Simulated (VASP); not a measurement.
A run of VASP 6.6.1 is set up as follows.

Contents of INCAR:

```
SYSTEM = Cu
PREC = Accurate
ENCUT = 520
EDIFF = 1E-6
ISMEAR = 0
SIGMA = 0.15
LREAL = .False.
LASPH = .True.
NELM = 100
ALGO = Fast
ISIF = 2
LWAVE = .False.
LCHARG = .False.
GGA = PS
NBANDS = 18
```

Contents of KPOINTS:

```
regular mesh
0
Gamma
  18 18 14
  0 0 0
```

POSCAR

```
Cu
1.0
    0.0000000000     -1.8075000000     -1.8075000000
    0.0000000000      1.8075000000     -1.8075000000
    3.6150000000      0.0000000000      0.0000000000
Cu
2
Direct
    0.5000000000      0.5000000000      0.5000000000
    0.0000000000      0.0000000000      0.0000000000
```

Potentials or basis: VASP PAW PBE potentials, release 64 (Cu).

Launch:

```sh
$ cat potpaw_PBE.64/Cu/POTCAR > POTCAR
$ mpirun -np 1 vasp_std > vasp.out
```

Estimate the band gap on the k mesh.

zero (bands 11 and 12 overlap by 8.09 eV).

Predict the pressure.

-5.7 GPa.

Caveat: the cell stands under tension; the PAW data sets were made with another functional, which shifts forces and pressure a little.
